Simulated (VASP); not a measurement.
SiC, 2 atoms in the cell. The structure is cubic, space group F-43m (No. 216). The conventional cell has a = 4.357 Å, b = 4.357 Å, c = 4.357 Å, α = 90.00°, β = 90.00°, γ = 90.00°. Within 2.5 Å of Si (site symmetry -43m) lie 4 C at 1.89 Å. C (site symmetry -43m) has 4 Si at 1.89 Å within 2.5 Å. 

- Program: VASP 6.6.1
- Task: relaxation of cell and atoms
- Functional: PBEsol
- Potentials or basis: VASP PAW PBE potentials, release 64 (Si, C)
- Cutoff: 600 eV
- k mesh: 10 × 10 × 10
- Occupations: gaussian, width 0.01 eV
- Spin: no spin polarisation
- Dipole correction: no
- Further INCAR settings: ALGO = Normal; EDIFF = 1e-06; IBRION = 2; EDIFFG = -0.001; NSW = 80; ISIF = 3

Potentials or basis: VASP PAW PBE potentials, release 64 (Si, C).

Command:

```console
$ cat potpaw_PBE.64/Si/POTCAR potpaw_PBE.64/C/POTCAR > POTCAR
$ mpirun -np 1 vasp_std > vasp.out
```

Hardware: 1 thread of Intel Xeon 6975P-C, on a shared host.

**Question.** Estimate the wall time of this run.

**Answer.** It took 12 s on 1 thread of Intel Xeon 6975P-C (shared host), peak memory 0.15 GiB. Counts: scf iterations 20, k points 47, ion steps 3.
